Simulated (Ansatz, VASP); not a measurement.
## One calculation of Na2S, two programs

```
Na S
1.0
     0.00000    3.25081    3.25081
     3.25081    0.00000    3.25081
     3.25081    3.25081    0.00000
Na S
2 1
Direct
  0.25000 0.25000 0.25000
  0.75000 0.75000 0.75000
  0.00000 0.00000 0.00000
```

Alike in both runs: task relaxation of cell and atoms; functional PBEsol; k mesh 8 × 8 × 8; no spin polarisation.

|  | VASP | Ansatz |
| --- | --- | --- |
| version | VASP 6.6.1 | Ansatz 0.2.0 |
| potentials or method | VASP PAW PBE potentials, release 64 (Na_pv, S), cutoff 500 eV | scalar-relativistic, plane waves, PAW |
| occupations | gaussian, width 0.01 eV | fixed |
| valence electrons in the cell | 20 | 24 |

```tsv
	VASP	Ansatz	Ansatz less VASP
gap on the k mesh at the Fermi level, each at its own relaxed structure (eV)	2.42	2.43	+0.009
relaxed volume (Å³/atom)	22.93	22.90	-0.029
relaxed cell length with the largest relative difference (Å)	4.599	4.597	-0.0020
```

VASP's potentials were made for PBE, not for PBEsol. VASP's potentials hold 20 valence electrons a cell and Ansatz's 24, so a difference there can come from the potentials and not from the codes.
